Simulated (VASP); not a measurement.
The system is Au.

```
Au
1.0
     2.90000    0.00000    0.00000
    -1.45000    2.51147    0.00000
     0.00000    0.00000    4.88000
Au
2
Direct
  0.33333 0.66667 0.75000
  0.66667 0.33333 0.25000
```

This isn't the form of Au at room conditions, which is fcc.

| Item | Value |
| --- | --- |
| Program | VASP 6.6.1 |
| Task | relaxation of cell and atoms |
| Functional | PBE |
| Dispersion | D3(BJ) |
| Potentials or basis | VASP PAW PBE potentials, release 64 (Au) |
| Cutoff | 600 eV |
| k mesh | 18 × 18 × 10 |
| Occupations | gaussian, width 0.1 eV |
| Spin | no spin polarisation |

At the start: pressure -4.1 GPa; volume 17.77 Å³/atom.

Task: Where does the relaxation end?

Result: Over 11 steps the energy falls by 6.8 meV/atom and the volume is 17.27 Å³/atom (-2.8 %); space group P6_3/mmc (No. 194, to 0.1 Å) before and after.

The path:
```csv
step,energy change (eV),largest force (eV/Å),pressure (GPa),volume (Å³)
1,0.0000,0.0000,-4.10,35.54
2,0.0129,0.0000,6.87,33.25
3,-0.0133,0.0000,-0.09,34.55
4,-0.0133,0.0000,0.11,34.53
5,-0.0135,0.0000,0.11,34.52
6,-0.0136,0.0000,0.13,34.51
7,-0.0135,0.0000,0.16,34.50
8,-0.0137,0.0000,0.11,34.51
9,-0.0137,0.0000,0.13,34.51
10,-0.0136,0.0000,-0.29,34.60
11,-0.0137,0.0000,0.01,34.54
```

Final structure:
```
CELL_PARAMETERS angstrom
2.88207 0.00000 0.00000
-1.44103 2.49594 0.00000
0.00000 0.00000 4.80096
ATOMIC_POSITIONS crystal
Au 0.33333 0.66667 0.75000
Au 0.66667 0.33333 0.25000
```
